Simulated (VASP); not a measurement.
Write the native input for VASP 6.6.1 that does the following.

```yaml
Task: single point
Functional: PBEsol
Potentials_or_basis: VASP PAW PBE potentials, release 64 (Pb_d, S)
Cutoff: 520 eV
k_mesh: 5 × 5 × 5
Occupations: gaussian, width 0.01 eV
Spin: no spin polarisation
Dipole_correction: no
Further_INCAR_settings: ALGO = Normal; EDIFF = 1e-06; NBANDS = 17
```

The structure of PbS (Galena) lies in POSCAR:

```
PbS
1.0
    0.0000000000      2.9657500000      2.9657500000
    2.9657500000      0.0000000000      2.9657500000
    2.9657500000      2.9657500000      0.0000000000
Pb S
1 1
Direct
    0.0000000000      0.0000000000      0.0000000000
    0.5300000000      0.5000000000      0.5000000000
```

The input as run:

INCAR

```
SYSTEM = PbS
PREC = Accurate ; ENCUT = 520
EDIFF = 1E-6 ; ISMEAR = 0
SIGMA = 0.01 ; LREAL = .False.
LASPH = .True. ; NELM = 60
ALGO = Normal ; ISIF = 2
LWAVE = .False. ; LCHARG = .False.
GGA = PS ; NBANDS = 17
```

KPOINTS

```
regular mesh
0
Gamma
  5 5 5
  0 0 0
```

Potentials or basis: VASP PAW PBE potentials, release 64 (Pb_d, S).

The run is started by

```console
$ cat potpaw_PBE.64/Pb_d/POTCAR potpaw_PBE.64/S/POTCAR > POTCAR
$ mpirun -np 1 vasp_std > vasp.out
```

It gave:

* Pressure: -0.9 GPa
* Largest force: 0.056 eV/Å
* Band gap on the k mesh: 1.26 eV, direct

Caveat: the PAW data sets were made with another functional, which shifts forces and pressure a little; spin-orbit coupling is left out, which moves the levels of the heavy elements.

Wall time 12 s on 1 thread of AMD EPYC 9R45 96-Core Processor (Zen 5), on a shared host, peak memory 0.15 GiB.
